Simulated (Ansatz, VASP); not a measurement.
This is a calculation of CdS for Ansatz 0.2.0.

The input input.yaml:

```yaml
crystal:
  lattice:
    - [0.0, 2.9165, 2.9165]
    - [2.9165, 0.0, 2.9165]
    - [2.9165, 2.9165, 0.0]
  atoms:
    - { symbol: Cd, position: [0.0, 0.0, 0.0] }
    - { symbol: S, position: [0.75, 0.75, 0.75] }
hamiltonian:
  xc: { exchange: pbe, correlation: pbe, exx: { coeff: 0.15, omega: 0.2 } }
  pseudopotentials: { kind: paw }
kpoints:
  mp_grid: { grid: [4, 4, 4] }
scf:
  occupations: { method: fermi_dirac, width: 0.05 }
output:
  forces: true
  stress: true
  eigenvalues: true
```

Potentials or basis: Ansatz PAW.

Run with:

```console
$ ansatz run input.yaml --threads 2 --pin off --max-ram 5632MiB --backend cpu --events-out ev --progress --plain --runs-dir out
```

Q: Translate it to VASP 6.6.1. Potentials there: VASP PAW PBE potentials, release 64 (Cd, S).

A: As run (the cutoff follows the program's own potentials):

Contents of POSCAR:

```
CdS
1.0
    0.0000000000      2.9165000000      2.9165000000
    2.9165000000      0.0000000000      2.9165000000
    2.9165000000      2.9165000000      0.0000000000
Cd S
1 1
Direct
    0.0000000000      0.0000000000      0.0000000000
    0.7500000000      0.7500000000      0.7500000000
```

File INCAR.step1:

```
PREC     = Accurate       # precision mode
ENCUT    = 520            # plane-wave cutoff, eV
EDIFF    = 1E-5           # SCF threshold, eV
ISMEAR   = -1             # smearing method
SIGMA    = 0.05           # smearing width, eV
LREAL    = F              # projectors in reciprocal space
LASPH    = T              # aspherical terms in the spheres
NELM     = 100            # most SCF steps
ALGO     = Normal         # electronic algorithm
ISIF     = 2              # what is computed and relaxed
LWAVE    = T              # write WAVECAR
NBANDS   = 16             # bands
GGA      = PE             # functional
```

File INCAR.step2:

```
PREC     = Accurate       # precision mode
ENCUT    = 520            # plane-wave cutoff, eV
EDIFF    = 1E-6           # SCF threshold, eV
ISMEAR   = -1             # smearing method
SIGMA    = 0.05           # smearing width, eV
LREAL    = F              # projectors in reciprocal space
LASPH    = T              # aspherical terms in the spheres
NELM     = 100            # most SCF steps
ALGO     = Normal         # electronic algorithm
ISIF     = 2              # what is computed and relaxed
LWAVE    = F              # write WAVECAR
LCHARG   = T              # write CHGCAR
GGA      = PE             # functional
LHFCALC  = T              # exact exchange
AEXX     = 0.15           # exact-exchange fraction
HFSCREEN = 0.2            # screening, 1/A
PRECFOCK = Normal       
LELF     = T              # ELF
LVHAR    = T            
NBANDS   = 16             # bands
ISTART   = 1
```

The input KPOINTS:

```
regular mesh
0
Gamma
  4 4 4
```

Potentials or basis: VASP PAW PBE potentials, release 64 (Cd, S).

Run with:

```console
$ cat potpaw_PBE.64/Cd/POTCAR potpaw_PBE.64/S/POTCAR > POTCAR
$ cp INCAR.step1 INCAR
$ mpirun -np 1 vasp_std > vasp.out
$ cp INCAR.step2 INCAR
$ mpirun -np 1 vasp_std > vasp.out
```

Both were run:

|  | VASP | Ansatz | Ansatz less VASP |
| --- | --- | --- | --- |
| gap on the k mesh at the Fermi level (eV) | 1.76 | 1.76 | -0.006 |
| least direct gap on the mesh (eV) | 1.76 | 1.76 | -0.006 |
| pressure (GPa) | 2.6 | 2.3 | -0.32 |

VASP's potentials were made for PBE, not for PBE-based screened hybrid. VASP's potentials hold 18 valence electrons a cell and Ansatz's 26, so a difference there can come from the potentials and not from the codes.

The k mesh is coarse, so the values compare programs but aren't converged.
